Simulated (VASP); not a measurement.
Wanted: the native input for a VASP 6.6.1 run.

* Task: single point
* Functional: PBE-based screened hybrid with 25 % exact exchange
* Potentials or basis: VASP PAW PBE potentials, release 64 (Os_sv_GW)
* Cutoff: 420 eV
* k mesh: 6 × 6 × 3
* Occupations: fermi-dirac, width 0.05 eV
* Spin: no spin polarisation
* Dipole correction: no
* Grid for exact exchange (PRECFOCK): Normal
* Share of exact exchange: 0.25
* Further INCAR settings: ALGO = Normal; EDIFF = 1e-06; NBANDS = 23
* Screening parameter: 0.3 1/Å

The system is Os.

```
CELL_PARAMETERS angstrom
2.73352 0.00000 0.00000
-1.36676 2.36730 0.00000
0.00000 0.00000 4.28426
ATOMIC_POSITIONS crystal
Os 0.66667 0.33333 0.75000
Os 0.33333 0.66667 0.25000
```

The input as run:

POSCAR

```
Os
1.0
    2.7335242363      0.0000000000      0.0000000000
   -1.3667621182      2.3673014305      0.0000000000
    0.0000000000      0.0000000000      4.2842597399
Os
2
Direct
    0.6666666667      0.3333333333      0.7500000000
    0.3333333333      0.6666666667      0.2500000000
```

INCAR.step1

```
SYSTEM = Os
PREC = Accurate
ENCUT = 420
EDIFF = 1E-5
ISMEAR = -1
SIGMA = 0.05
LREAL = .FALSE.
LASPH = .TRUE.
NELM = 120
ALGO = Normal
ISIF = 2
LWAVE = .TRUE.
LCHARG = .FALSE.
GGA = PE
NBANDS = 23
GGA_COMPAT = .FALSE.
```

INCAR.step2

```
SYSTEM = Os
PREC = Accurate
ENCUT = 420
EDIFF = 1E-6
ISMEAR = -1
SIGMA = 0.05
LREAL = .FALSE.
LASPH = .TRUE.
NELM = 120
ALGO = Normal
ISIF = 2
LWAVE = .FALSE.
LCHARG = .FALSE.
GGA = PE
LHFCALC = .TRUE.
AEXX = 0.25
HFSCREEN = 0.3
PRECFOCK = Normal
ISTART = 1
NBANDS = 23
GGA_COMPAT = .FALSE.
```

KPOINTS

```
Automatic mesh
0
G
  6 6 3
  0 0 0
```

Potentials or basis: VASP PAW PBE potentials, release 64 (Os_sv_GW).

Launch:

```bash
$ cat potpaw_PBE.64/Os_sv_GW/POTCAR > POTCAR
$ cp INCAR.step1 INCAR
$ mpirun -np 1 vasp_std > vasp.out
$ cp INCAR.step2 INCAR
$ mpirun -np 1 vasp_std > vasp.out
```

It gave:

```json
{"Pressure": "-1.9 GPa", "Band gap on the k mesh": "zero (bands 16 and 17 overlap by 4.32 eV)"}
```

Caveat: the k points lie up to 0.49 Å⁻¹ apart, too coarse for converged energies and pressures of a metal; the PAW data sets were made with another functional, which shifts forces and pressure a little; spin-orbit coupling is left out, which moves the levels of the heavy elements.

Wall time 14 min on 1 thread of AMD EPYC 9R45 96-Core Processor (Zen 5), with other jobs on the host, peak memory 0.21 GiB.
